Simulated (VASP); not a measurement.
A run of VASP 6.6.1:

File INCAR:

```
ALGO = Normal ; EDIFF = 1E-6
ENCUT = 520 ; GGA = PE
ISIF = 2 ; ISMEAR = 0
LASPH = True ; LCHARG = False
LREAL = False ; LWAVE = False
NBANDS = 39 ; NELM = 100
PREC = Accurate ; SIGMA = 0.1
```

File KPOINTS:

```
k-points
0
Gamma
  4 4 4
```

POSCAR

```
ZrGa3Ag
1.0
    4.8246914500      0.0000000000      0.0000000000
    0.0000000000      4.8246914500      0.0000000000
    0.0000000000      0.0000000000      4.8246914500
Zr Ga Ag
1 3 1
Direct
    0.5000000000      0.5000000000      0.5000000000
    0.5000000000      0.0000000000      0.0000000000
    0.0000000000      0.5000000000      0.0000000000
    0.0000000000      0.0000000000      0.5000000000
    0.0000000000      0.0000000000      0.0000000000
```

Potentials or basis: VASP PAW PBE potentials, release 64 (Zr_sv, Ga_d, Ag).

Launch:

```bash
$ cat potpaw_PBE.64/Zr_sv/POTCAR potpaw_PBE.64/Ga_d/POTCAR potpaw_PBE.64/Ag/POTCAR > POTCAR
$ mpirun -np 1 vasp_std > vasp.out
```

Hardware: 1 thread of AMD EPYC 7R13 Processor (Zen 3), with other jobs on the host.

Question: Estimate the wall time of this run.

Answer: It took 38 s on 1 thread of AMD EPYC 7R13 Processor (Zen 3), with other jobs on the host, peak memory 0.19 GiB. Counts: scf iterations 13, k points 10.
